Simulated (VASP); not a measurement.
A run of VASP 6.6.1 is set up as follows.

Contents of INCAR:

```
SYSTEM = Be3Hg
  PREC = Accurate
  ENCUT = 520
  EDIFF = 1E-7
  ISMEAR = 0
  SIGMA = 0.1
  LREAL = .False.
  LASPH = .True.
  NELM = 100
  ALGO = Normal
  ISIF = 2
  LWAVE = .False.
  LCHARG = .True.
  GGA = PE
  LELF = .True.
  LVHAR = .True.
  NBANDS = 17
```

The input KPOINTS:

```
Automatic mesh
0
Gamma
  14 14 14
  0 0 0
```

Contents of POSCAR:

```
Be3Hg
1.0
    3.5984163076      0.0000000000      0.0000000000
    0.0000000000      3.5984163076      0.0000000000
    0.0000000000      0.0000000000      3.5984163076
Be Hg
3 1
Direct
    0.0000000000      0.5000000000      0.5000000000
    0.5000000000      0.0000000000      0.5000000000
    0.5000000000      0.5000000000      0.0000000000
    0.0000000000      0.0000000000      0.0000000000
```

Potentials or basis: VASP PAW PBE potentials, release 64 (Be, Hg).

Run with:

```console
$ cat potpaw_PBE.64/Be/POTCAR potpaw_PBE.64/Hg/POTCAR > POTCAR
$ mpirun -np 1 vasp_std > vasp.out
```

(1) What does it give for the band gap on the k mesh?

(2) Estimate the pressure.

## Answers

(1) zero (band 9 reaches 7.21 eV, above the bottom of band 10 at 2.76 eV).

(2) 0.4 GPa.

Caveat: spin-orbit coupling is left out, which moves the levels of the heavy elements.
